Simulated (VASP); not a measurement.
Input of a VASP 6.6.1 run:

The input INCAR:

```
SYSTEM = Cl
  PREC = Accurate
  ENCUT = 520
  EDIFF = 1E-6
  ISMEAR = -1
  SIGMA = 0.05
  LREAL = Auto
  LASPH = .True.
  NELM = 60
  ALGO = Normal
  ISIF = 2
  LWAVE = .False.
  LCHARG = .False.
  GGA = PE
  NBANDS = 70
```

Contents of KPOINTS:

```
regular mesh
0
Gamma
  1 1 1
  0 0 0
```

Contents of POSCAR:

```
Cl
1.0
    8.1432530000      0.0000000000      0.0000000000
    0.0000000000      8.1432530000      0.0000000000
    0.0000000000      0.0000000000      8.1432530000
Cl
16
Direct
    0.8341997971      0.1380160975      0.6499613852
    0.6084423510      0.0148220865      0.6473088826
    0.8292509148      0.6658272806      0.6245538484
    0.6979397545      0.6515577988      0.4139991721
    1.0144594550      0.1364565242      0.2073864093
    0.8962511665      0.1331900163     -0.0078347068
    0.2829213338      0.7752552942      0.6116474583
    0.2827739725      0.7962419932      0.3559019964
    0.2733305719      0.7749605717      1.0017372664
    0.5298005600      0.7774288727      0.9681143396
    0.4353911146      0.2656555065      0.1722161893
    0.3505355906      0.2684922107     -0.0621741704
    0.1408282415      0.4097748160      0.5562396256
    0.2625732002      0.2015287994      0.5973656965
   -0.1520031368      0.4942987772      0.0743683145
   -0.1347127493      0.7558036082      0.0817977779
```

Potentials or basis: VASP PAW PBE potentials, release 64 (Cl).

Run with:

```bash
$ cat potpaw_PBE.64/Cl/POTCAR > POTCAR
$ mpirun -np 1 vasp_gam > vasp.out
```

Estimate the largest force.

1.386 eV/Å.

What does it give for the pressure?

-0.6 GPa.

Forces on the atoms (eV/Å):
```
Cl  -1.174 -0.527 -0.222
Cl   1.048  0.629 -0.191
Cl  -0.204 -0.147 -0.426
Cl   0.191 -0.056  0.876
Cl   0.059 -0.057  0.716
Cl  -0.216  0.081 -0.045
Cl  -0.024  0.419 -0.103
Cl  -0.080 -0.209  0.113
Cl   0.497  0.036 -0.224
Cl  -0.699 -0.093  0.741
Cl  -0.100  0.056 -0.120
Cl   0.151 -0.136  0.276
Cl  -0.275  0.295  0.021
Cl   0.295 -0.310 -0.061
Cl   0.289  0.936 -0.338
Cl   0.243 -0.915 -1.013
```

Caveat: the k points lie up to 0.77 Å⁻¹ apart.
